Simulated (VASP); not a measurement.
Runs of VASP 6.6.1 on Cu. The structure is that of space group Pm-3m (No. 221), or close to it. The cells are those of the table. 

```tsv
task	level	cell	k mesh	cutoff (eV)	grid for exact exchange (PRECFOCK)	screening parameter	gap on the mesh (eV)	pressure (GPa)
single point	PBE	a = 2.499 Å, 1 atom	21 × 21 × 21	520	-	-	none	(b)
single point	PBE	a = 2.469 Å, 1 atom	21 × 21 × 21	520	-	-	none	(a)
single point	PBE	a = 2.438 Å, 1 atom	21 × 21 × 21	520	-	-	none	-3.3
single point	PBE	a = 2.341 Å, 1 atom	21 × 21 × 21	520	-	-	none	11.1
single point	PBE	a = 2.374 Å, 1 atom	21 × 21 × 21	520	-	-	none	5.2
single point	PBE	a = 2.306 Å, 1 atom	21 × 21 × 21	520	-	-	none	18.5
single point	PBE	a = 2.407 Å, 1 atom	13 × 13 × 13	520	-	-	none	0.3
single point	HSE06	a = 2.407 Å, 1 atom	7 × 7 × 7	520	Normal	0.2079 1/Å	none	-0.6
single point	PBE	a = 2.407 Å, 1 atom	21 × 21 × 21	520	-	-	none	0.3
relaxation of cell and atoms	PBE	relaxed from a = 2.336 Å, 1 atom	13 × 13 × 13	600	-	-	none	0.0
single point	PBE	a = 2.407 Å, 1 atom	7 × 7 × 7	520	-	-	none	0.2
```

Alike in all rows: potentials or basis VASP PAW PBE potentials, release 64 (Cu); no spin polarisation; smearing fermi-dirac 0.1 eV.

Question: Estimate the missing entries.

Answer: (a) -5.7; (b) -7.9.

Caveats: some runs use coarse meshes; the PAW data sets were made with another functional, which shifts forces and pressure a little (some runs).

A gap of «none» marks levels without a gap at the run's occupations.
